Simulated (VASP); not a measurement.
**V: single point with RPBE**

V:

```
CELL_PARAMETERS angstrom
-3.09325 3.09261 1.20984
3.09261 -3.09325 1.20984
1.71994 1.71994 -1.21101
ATOMIC_POSITIONS crystal
V 0.00001 0.99999 0.00000
V 0.74999 0.25001 0.50000
```

```json
{
  "Program": "VASP 6.6.1",
  "Task": "single point",
  "Functional": "RPBE",
  "Potentials or basis": "VASP PAW PBE potentials, release 64 (V_sv)",
  "Cutoff": "520 eV",
  "k mesh": "16 × 16 × 14",
  "Occupations": "fermi-dirac, width 0.1 eV",
  "Spin": "no spin polarisation"
}
```

```json
{
  "Pressure": "16.5 GPa",
  "Band gap on the k mesh": "zero (bands 13 and 14 overlap by 2.33 eV)"
}
```

Forces on the atoms (eV/Å):
```
V    0.002 -0.002  0.000
V   -0.002  0.002  0.000
```

Stress tensor (GPa, compression positive):
```
16.59  0.14  0.04
 0.14 16.59  0.04
 0.04  0.04 16.46
```

Levels at points of the mesh, in eV from the Fermi level:
```tsv
k point	band 11	band 12	band 13	band 14	band 15	band 16
(0.00, 0.00, 0.00)	-0.69	-0.66	0.77	0.79	0.84	1.79
(0.50, 0.00, 0.00)	-2.45	-0.52	0.44	0.90	2.14	2.64
(0.50, 0.50, 0.00)	-0.77	-0.77	-0.31	-0.31	1.69	1.69
(0.00, 0.00, 0.50)	-1.59	-1.59	-1.01	-1.01	2.84	2.84
(0.50, 0.00, 0.50)	-2.45	-0.52	0.45	0.89	2.14	2.65
(0.50, 0.50, 0.50)	-1.75	-1.75	1.30	1.30	2.54	2.54
```

Wall time 3.9 min on 1 thread of Intel(R) Xeon(R) 6975P-C (Granite Rapids), on a shared host, peak memory 0.49 GiB.

Caveat: the cell stands under pressure; the PAW data sets were made with another functional, which shifts forces and pressure a little.
